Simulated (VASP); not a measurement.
# RbBr (Fm-3m) in VASP: notebook

Runs on RbBr. Level: PBEsol. Tasks: single point.

All numbers are computed with VASP 6.6.1; they aren't measurements. Logs are shortened: lines on timing, memory, paths and dates and some standing lists are left out, and cuts for length are marked.

## (1) The cell of the first run

The structure is cubic, space group Fm-3m (No. 225). The conventional cell has a = 6.603 Å, b = 6.603 Å, c = 6.603 Å, α = 90.00°, β = 90.00°, γ = 90.00°. Within 4.3 Å of Rb (site symmetry m-3m) lie 6 Br at 3.30 Å. Within 4.3 Å of Br (site symmetry m-3m) lie 6 Rb at 3.30 Å.

## (2) Single point, PBEsol

Input file INCAR:

```
  PREC = Accurate
  ENCUT = 520
  EDIFF = 1E-6
  ISMEAR = 0
  SIGMA = 0.01
  LREAL = F
  LASPH = T
  NELM = 80
  ALGO = Normal
  ISIF = 2
  LWAVE = F
  LCHARG = F
  GGA = PS
  NBANDS = 15
```

Input file KPOINTS:

```
Automatic mesh
0
Gamma
  6 6 6
```

Input file POSCAR:

```
RbBr
1.0
    3.3013120176      3.3013120176      0.0000000000
   -3.3013120176      3.3013120176      0.0000000000
    0.0000000000      3.3013120176      3.3013120176
Rb Br
1 1
Direct
    0.0000000000      0.0000000000      0.0000000000
    0.5000000000      0.5000000000      0.0000000000
```

Potentials or basis: VASP PAW PBE potentials, release 64 (Rb_sv, Br).

Launch:

```bash
$ cat potpaw_PBE.64/Rb_sv/POTCAR potpaw_PBE.64/Br/POTCAR > POTCAR
$ mpirun -np 1 vasp_std > vasp.out
```

OUTCAR:

```text
PREC = Accurate
   ENCUT = 520
   EDIFF = 1E-6
   ISMEAR = 0
   LREAL = F
   LASPH = T
   NELM = 80
   ISIF = 2
   GGA = PS

 ion  position               nearest neighbor table
   1  0.000  0.000  0.000-   2 3.30   2 3.30   2 3.30   2 3.30   2 3.30   2 3.30
   2  0.500  0.500  0.000-   1 3.30   1 3.30   1 3.30   1 3.30   1 3.30   1 3.30

  LATTYP: Found a face centered cubic cell.
 ALAT       =     6.6026240352

  Lattice vectors:

 A1 = (   0.0000000000,   3.3013120176,   3.3013120176)
 A2 = (   3.3013120176,   0.0000000000,   3.3013120176)
 A3 = (   3.3013120176,   3.3013120176,   0.0000000000)

Analysis of symmetry for initial positions (statically):
=====================================================================
 Subroutine PRICEL returns:
 Original cell was already a primitive cell.

 Routine SETGRP: Setting up the symmetry group for a
 face centered cubic supercell.

 Subroutine GETGRP returns: Found 48 space group operations
 (whereof 48 operations were pure point group operations)
 out of a pool of 48 trial point group operations.

The static configuration has the point symmetry O_h .

Analysis of symmetry for dynamics (positions and initial velocities):
=====================================================================
 Subroutine PRICEL returns:
 Original cell was already a primitive cell.

 Routine SETGRP: Setting up the symmetry group for a
 face centered cubic supercell.

 Subroutine GETGRP returns: Found 48 space group operations
 (whereof 48 operations were pure point group operations)
 out of a pool of 48 trial point group operations.

The dynamic configuration has the point symmetry O_h .

 Subroutine INISYM returns: Found 48 space group operations
 (whereof 48 operations are pure point group operations),
 and found     1 'primitive' translations

----------------------------------------------------------------------------------------

                                     Primitive cell

  volume of cell :      71.9598

  direct lattice vectors                    reciprocal lattice vectors
     3.301312018  3.301312018  0.000000000     0.151454936  0.151454936 -0.151454936
    -3.301312018  3.301312018  0.000000000    -0.151454936  0.151454936 -0.151454936
     0.000000000  3.301312018  3.301312018     0.000000000  0.000000000  0.302909872

  length of vectors
     4.668760229  4.668760229  4.668760229     0.262327644  0.262327644  0.302909872

  position of ions in fractional coordinates (direct lattice)
     0.000000000  0.000000000  0.000000000
     0.500000000  0.500000000  0.000000000

  ion indices of the primitive-cell ions
   primitive index   ion index
                 1           1
                 2           2

----------------------------------------------------------------------------------------

 KPOINTS: Automatic mesh

Automatic generation of k-mesh.
 Grid dimensions read from file:
 generate k-points for:    6    6    6

 Generating k-lattice:

  Cartesian coordinates                     Fractional coordinates (reciprocal lattice)
     0.025242489  0.025242489 -0.025242489     0.166666667  0.000000000  0.000000000
    -0.025242489  0.025242489 -0.025242489     0.000000000  0.166666667  0.000000000
     0.000000000  0.000000000  0.050484979     0.000000000  0.000000000  0.166666667

  Length of vectors
     0.043721274  0.043721274  0.050484979

  Shift w.r.t. Gamma in fractional coordinates (k-lattice)
     0.000000000  0.000000000  0.000000000

 Subroutine IBZKPT returns following result:
 ===========================================

 Found     16 irreducible k-points:

 Following reciprocal coordinates:
            Coordinates               Weight
  0.000000  0.000000  0.000000      1.000000
  0.166667  0.000000  0.000000      8.000000
  0.333333  0.000000  0.000000      8.000000
  0.500000  0.000000  0.000000      4.000000
  0.166667  0.166667  0.000000     12.000000
  0.333333  0.166667  0.000000     24.000000
[... 8 lines left out ...]
  0.500000  0.333333  0.166667     24.000000
  0.500000  0.500000  0.166667     12.000000
   k-points           NKPTS =     16   k-points in BZ     NKDIM =     16   number of bands    NBANDS=     15
   number of dos      NEDOS =    301   number of ions     NIONS =      2
   total plane-waves  NPLWV =  46656
   dimension x,y,z NGX =    36 NGY =   36 NGZ =   36
   dimension x,y,z NGXF=    72 NGYF=   72 NGZF=   72
   ions per type =               1   1
   NGX,Y,Z   is equivalent  to a cutoff of  12.82, 12.82, 12.82 a.u.
   NGXF,Y,Z  is equivalent  to a cutoff of  25.64, 25.64, 25.64 a.u.
 SYSTEM =  unknown system
   PREC   = accura    normal or accurate (medium, high low for compatibility)
   ISTART =      0    job   : 0-new  1-cont  2-samecut
   ICHARG =      2    charge: 1-file 2-atom 10-const
   ISPIN  =      1    spin polarized calculation?
   LNONCOLLINEAR =      F non collinear calculations
   LSORBIT =      F    spin-orbit coupling
   LASPH  =      T    aspherical Exc in radial PAW
   ENCUT  =  520.0 eV  38.22 Ry    6.18 a.u.   8.68  8.68  8.68*2*pi/ulx,y,z
   NELM   =     80;   NELMIN=  2; NELMDL= -5     # of ELM steps
   EDIFF  = 0.1E-05   stopping-criterion for ELM
   LREAL  =      F    real-space projection
   EDIFFG = 0.1E-04   stopping-criterion for IOM
   NSW    =      0    number of steps for IOM
   IBRION =     -1    ionic relax: 0-MD 1-quasi-New 2-CG
   NFREE  =      0    steps in history (QN), initial steepest desc. (CG)
   ISIF   =      2    stress and relaxation
   ISYM   =      2    0-nonsym 1-usesym 2-fastsym
   POTIM  = 0.5000    time-step for ionic-motion
   TEBEG  =    0.0;   TEEND  =   0.0 temperature during run
   PSTRESS=    0.0 pullay stress
   NELECT =      16.0000    total number of electrons
   NUPDOWN=      -1.0000    fix difference up-down
   EMIN   =  10.00;   EMAX   =-10.00  energy-range for DOS
   EFERMI =   0.00;   METHOD = LEGACY
   ISMEAR =     0;   SIGMA  =   0.01  broadening in eV -4-tet -1-fermi 0-gaus
   EFERMI_NEDOS =   21; number of points for ismear=-14 and -15
   IALGO  =     38    algorithm
   IMIX   =      4    mixing-type and parameters
     AMIX     =   0.40;   BMIX     =  1.00
     AMIX_MAG =   1.60;   BMIX_MAG =  1.00
  volume/ion in A,a.u.               =      35.98       242.80
  Fermi-wavevector in a.u.,A,eV,Ry     =   0.991787  1.874205 13.383245  0.983641
  Thomas-Fermi vector in A             =   2.123553
   LORBIT       =      0    0 simple, 1 ext, 2 COOP (PROOUT), +10 PAW based schemes
   GGA     = PS    functional components
   LHFCALC =     F    Hartree Fock is set to
   AEXX    =    0.0000 exact exchange contribution
   IVDW    =     0    specifies the selected vdW correction
   LEPSILON=     F    determine dielectric tensor
   LRPA    =     F    only Hartree local field effects (RPA)
 non-spin polarized calculation
 Gauss-broadening in eV      SIGMA  =   0.01
  energy-cutoff  :      520.00
  volume of cell :       71.96
 maximum number of plane-waves:      1964
 NGX is ok and might be reduce to    36
   NGX = 17   NGY = 17   NGZ = 17

 number of electron      15.9999998 magnetization

 Free energy of the ion-electron system (eV)
  ---------------------------------------------------
  ext. energy  EPLUGINS =         0.00000000
  ---------------------------------------------------
  free energy    TOTEN  =        -6.30729950 eV

  energy without entropy =       -6.30729950  energy(sigma->0) =       -6.30729950

 E-fermi :  -1.2876     XC(G=0):  -7.8821

 val. band max:       -1.3858648716   @ k =   0.0000   0.0000   0.0000
 cond. band min:       3.0983848955   @ k =   0.0000   0.0000   0.0000
 fundamental gap:      4.4842497671
 Fermi energy:        -1.2876277872

 k-point     1 :       0.0000    0.0000    0.0000
  band No.  band energies     occupation
      1     -25.5292      2.00000
      2     -13.7076      2.00000
      3      -9.6282      2.00000
      4      -9.6282      2.00000
      5      -9.6282      2.00000
      6      -1.3859      2.00000
      7      -1.3859      2.00000
      8      -1.3859      2.00000
      9       3.0984      0.00000
     10       5.7991      0.00000
     11       5.7991      0.00000
     12       5.7991      0.00000
     13       6.7831      0.00000
     14       6.7831      0.00000
     15       9.6278      0.00000

 k-point     2 :       0.1667    0.0000    0.0000
  band No.  band energies     occupation
      1     -25.5247      2.00000
      2     -13.7275      2.00000
      3      -9.6303      2.00000
      4      -9.6303      2.00000
      5      -9.6058      2.00000
      6      -1.7729      2.00000
      7      -1.5174      2.00000
      8      -1.5174      2.00000
      9       3.8287      0.00000
     10       5.6716      0.00000
     11       6.1687      0.00000
     12       6.1687      0.00000
     13       7.2763      0.00000
     14       7.2763      0.00000
     15      10.7504      0.00000

 k-point     3 :       0.3333    0.0000    0.0000
  band No.  band energies     occupation
      1     -25.5157      2.00000
      2     -13.7669      2.00000
      3      -9.6345      2.00000
      4      -9.6345      2.00000
      5      -9.5613      2.00000
      6      -2.3716      2.00000
      7      -1.7586      2.00000
      8      -1.7586      2.00000
      9       5.0781      0.00000
     10       6.0229      0.00000
     11       7.2028      0.00000
     12       7.2028      0.00000
     13       8.4963      0.00000
     14       8.4963      0.00000
     15      10.7909      0.00000
[... 199 lines left out ...]
 k-point    15 :       0.5000    0.3333    0.1667
  band No.  band energies     occupation
      1     -25.5074      2.00000
      2     -13.7094      2.00000
      3      -9.7858      2.00000
      4      -9.7707      2.00000
      5      -9.5915      2.00000
      6      -2.1792      2.00000
      7      -1.7900      2.00000
      8      -1.7880      2.00000
      9       5.6559      0.00000
     10       5.8780      0.00000
     11       7.5494      0.00000
     12       7.7618      0.00000
     13       9.1586      0.00000
     14       9.9739      0.00000
     15      10.1944      0.00000

 k-point    16 :       0.5000    0.5000    0.1667
  band No.  band energies     occupation
      1     -25.5062      2.00000
      2     -13.6718      2.00000
      3      -9.8778      2.00000
      4      -9.7883      2.00000
      5      -9.6299      2.00000
      6      -1.9092      2.00000
      7      -1.8345      2.00000
      8      -1.6713      2.00000
      9       4.7588      0.00000
     10       6.7245      0.00000
     11       6.8450      0.00000
     12       7.9178      0.00000
     13       8.9288      0.00000
     14       9.9001      0.00000
     15      10.4832      0.00000

------------------------ aborting loop because EDIFF is reached ----------------------------------------

  FORCE on cell =-STRESS in cart. coord.  units (eV):
  Direction    XX          YY          ZZ          XY          YZ          ZX
  --------------------------------------------------------------------------------------
  -------------------------------------------------------------------------------------
  Total        0.9169844      0.9169844      0.9169844      0.0000000      0.0000000      0.0000000
  in kB       20.4165719     20.4165719     20.4165719      0.0000000      0.0000000      0.0000000
  external PRESSURE =      20.4165719 kB  Pullay stress =       0.0000000 kB

 VOLUME and BASIS-vectors are now :
 -----------------------------------------------------------------------------
  energy-cutoff  :      520.00
  volume of cell :       71.96
      direct lattice vectors                 reciprocal lattice vectors
     3.301312018  3.301312018  0.000000000     0.151454936  0.151454936 -0.151454936
    -3.301312018  3.301312018  0.000000000    -0.151454936  0.151454936 -0.151454936
     0.000000000  3.301312018  3.301312018     0.000000000  0.000000000  0.302909872

 POSITION                                       TOTAL-FORCE (eV/Angst)
 -----------------------------------------------------------------------------------
      0.00000      0.00000      0.00000         0.000000     -0.000000      0.000000
      0.00000      3.30131      0.00000        -0.000000      0.000000      0.000000
 -----------------------------------------------------------------------------------
    total drift:                               -0.000000      0.000000     -0.000000

  FREE ENERGIE OF THE ION-ELECTRON SYSTEM (eV)
  ---------------------------------------------------
  free  energy   TOTEN  =        -6.3072995042 eV

  energy  without entropy=       -6.3072995042  energy(sigma->0) =       -6.30729950
```

Wall time 9.4 s (1 thread of Intel Xeon 6975P-C (Granite Rapids), shared host); peak memory 0.2 GiB.

What came out:

```
Free energy            : -6.3073 eV
Pressure               : 2.0 GPa
Band gap on the k mesh : 4.48 eV, direct
```

Caveat: the PAW data sets were made with another functional, which shifts forces and pressure a little.

## (3) Single point, PBEsol

This run uses another cell than the first one, of 54.52 Å³/atom, 1.515 times its volume.

Input file INCAR:

```
ALGO = Normal ; EDIFF = 1E-7
ENCUT = 520 ; GGA = PS
ISIF = 2 ; ISMEAR = 0
LASPH = True ; LCHARG = True
LELF = True ; LREAL = False
LVHAR = True ; LWAVE = False
NBANDS = 15 ; NELM = 60
PREC = Accurate ; SIGMA = 0.01
```

Input file KPOINTS:

```
k-points
0
Gamma
  6 6 6
```

Input file POSCAR:

```
RbBr
1.0
    3.7919333803      3.7919333803      0.0000000000
   -3.7919333803      3.7919333803      0.0000000000
    0.0000000000      3.7919333803      3.7919333803
Rb Br
1 1
Direct
    0.0000000000      0.0000000000      0.0000000000
    0.5000000000      0.5000000000      0.0000000000
```

Potentials or basis: VASP PAW PBE potentials, release 64 (Rb_sv, Br).

Launch:

```bash
$ cat potpaw_PBE.64/Rb_sv/POTCAR potpaw_PBE.64/Br/POTCAR > POTCAR
$ mpirun -np 1 vasp_std > vasp.out
```

Run time: 17 s. Hardware: 1 thread of Intel Xeon 6975P-C (Granite Rapids), shared host; peak memory 0.24 GiB.

The run converged. Its results:

```
Free energy            : -6.1185 eV
Pressure               : -1.9 GPa
Band gap on the k mesh : 3.64 eV, direct
```

Levels at points of the mesh, in eV from the valence-band top:
| k point | band 6 | band 7 | band 8 | band 9 | band 10 | band 11 |
| --- | --- | --- | --- | --- | --- | --- |
| (0.00, 0.00, 0.00) | 0.00 | 0.00 | 0.00 | 3.64 | 7.02 | 7.02 |
| (0.50, 0.00, 0.00) | -0.58 | -0.17 | -0.17 | 5.96 | 6.55 | 8.51 |
| (0.50, 0.50, 0.00) | -0.36 | -0.13 | -0.13 | 5.69 | 6.00 | 7.67 |

Caveat: the PAW data sets were made with another functional, which shifts forces and pressure a little. As with any semilocal functional, this PBEsol gap is likely too small.

(Part 1 of 2 ends here.)
